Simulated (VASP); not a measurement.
# Au: single point with PBE

The system is Au.

```
Au
1.0
     2.26492    0.00000    0.00000
    -1.13246    1.96148    0.00000
     0.00000    0.00000    2.17726
Au
1
Direct
  0.00000 0.00000 0.00000
```

This cell differs from its parent crystal: volume scaled by 0.5.

```
Program                : VASP 6.6.1
Task                   : single point
Functional             : PBE
Potentials or basis    : VASP PAW PBE potentials, release 64 (Au)
Cutoff                 : 520 eV
k mesh                 : 15 × 15 × 14
Occupations            : fermi-dirac, width 0.08 eV
Spin                   : no spin polarisation
Dipole correction      : no
Further INCAR settings : ALGO = Normal; EDIFF = 1e-06; NBANDS = 12
```

```yaml
Pressure: 572.4 GPa
```

Stress tensor (GPa, compression positive):
```
573.85   0.00   0.00
  0.00 573.85   0.00
  0.00   0.00 569.39
```

Levels at points of the mesh, in eV from the Fermi level:
```csv
k point,band 3,band 4,band 5,band 6,band 7,band 8,band 9,band 10
"(0.00, 0.00, 0.00)",-10.02,-10.02,-2.11,-2.11,11.56,15.18,23.72,23.72
"(0.00, 0.00, 0.50)",-9.02,-6.73,-6.73,-6.14,6.21,15.35,20.61,20.61
```

It took 7.8 s on 1 thread of Intel(R) Xeon(R) 6975P-C (Granite Rapids) (shared host), peak memory 0.14 GiB.

Caveat: spin-orbit coupling is left out, which moves the levels of the heavy elements.
